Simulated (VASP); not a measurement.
CoO:

```
Co O
1.0
     0.00000    2.17448    2.17448
     2.17448    0.00000    2.17448
     2.17448    2.17448    0.00000
Co O
1 1
Cartesian
  0.0000 0.0000 0.0000
  1.0872 1.0872 1.0872
```

Base run:

| Item | Value |
| --- | --- |
| Program | VASP 6.6.1 |
| Functional | PBEsol |
| Potentials or basis | VASP PAW PBE potentials, release 64 (Co, O) |
| Cutoff | 520 eV |
| k mesh | 16 × 16 × 16 |
| Occupations | gaussian, width 0.1 eV |
| Spin | collinear spin, ferromagnetic start |
| Starting moments | [0.47, 0.04] μB |
| Fixed moment | 0.5 μB |

Its results: pressure -6.5 GPa; site moments Co +0.46; O +0.04 μB.

**Question.** The run is repeated on the same cell with these changes: fixed moment from 0.5 μB to 3.5 μB; moments at the start from [0.47, 0.04] to [2.77, 0.57]. What comes out?

**Answer.** Pressure 21.0 GPa; site moments Co +2.76; O +0.51 μB.

Caveats: the PAW data sets were made with another functional, which shifts forces and pressure a little; the total moment is fixed, so each spin has its own Fermi level; a cell with one magnetic atom can't hold antiferromagnetic order, which such compounds often take; the cell stands under tension (at least some runs); the cell stands under pressure (at least some runs).
